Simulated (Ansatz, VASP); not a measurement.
## KBr: VASP beside Ansatz

INCAR

```
PREC     = Accurate       # precision mode
ENCUT    = 500            # plane-wave cutoff, eV
EDIFF    = 1E-6           # SCF threshold, eV
ISMEAR   = 1              # smearing method
SIGMA    = 0.5            # smearing width, eV
LREAL    = F              # projectors in reciprocal space
LASPH    = T              # aspherical terms in the spheres
NELM     = 120            # most SCF steps
ALGO     = Normal         # electronic algorithm
ISIF     = 2              # what is computed and relaxed
LWAVE    = F              # write WAVECAR
LCHARG   = F              # write CHGCAR
GGA      = PS             # functional
NBANDS   = 15             # bands
GGA_COMPAT= F
```

The input KPOINTS:

```
Automatic mesh
0
Gamma
  4 4 4
```

The input POSCAR:

```
KBr
1.0
    0.0000000000      3.3024386828      3.3024386828
    3.3024386828      0.0000000000      3.3024386828
    3.3024386828      3.3024386828      0.0000000000
K Br
1 1
Direct
    0.0000000000      0.0000000000      0.0000000000
    0.5000000000      0.5000000000      0.5000000000
```

Input for Ansatz:

```yaml
crystal:
  lattice:
    - [0.0, 3.3024386828, 3.3024386828]
    - [3.3024386828, 0.0, 3.3024386828]
    - [3.3024386828, 3.3024386828, 0.0]
  atoms:
    - { symbol: K, position: [0.0, 0.0, 0.0] }
    - { symbol: Br, position: [0.5, 0.5, 0.5] }
kpoints:
  mp_grid: { grid: [4, 4, 4] }
hamiltonian:
  xc: pbesol
scf:
  occupations: { method: methfessel_paxton, width: 0.5 }
  n_extra_bands: 4
output:
  forces: true
  stress: true
  eigenvalues: true
```

Alike in both runs: task single point; functional PBEsol; k mesh 4 × 4 × 4; occupations methfessel-paxton of order 1, width 0.5 eV; no spin polarisation.

|  | VASP | Ansatz |
| --- | --- | --- |
| version | VASP 6.6.1 | Ansatz 0.2.0 |
| potentials or method | VASP PAW PBE potentials, release 64 (K_sv, Br) | plane waves |
| plane-wave cutoff (eV) | 500 | 420 |
| valence electrons in the cell | 16 | 16 |

|  | VASP | Ansatz | Ansatz less VASP |
| --- | --- | --- | --- |
| pressure (GPa) | -0.4 | -0.4 | +0.08 |

VASP's potentials were made for PBE, not for PBEsol.
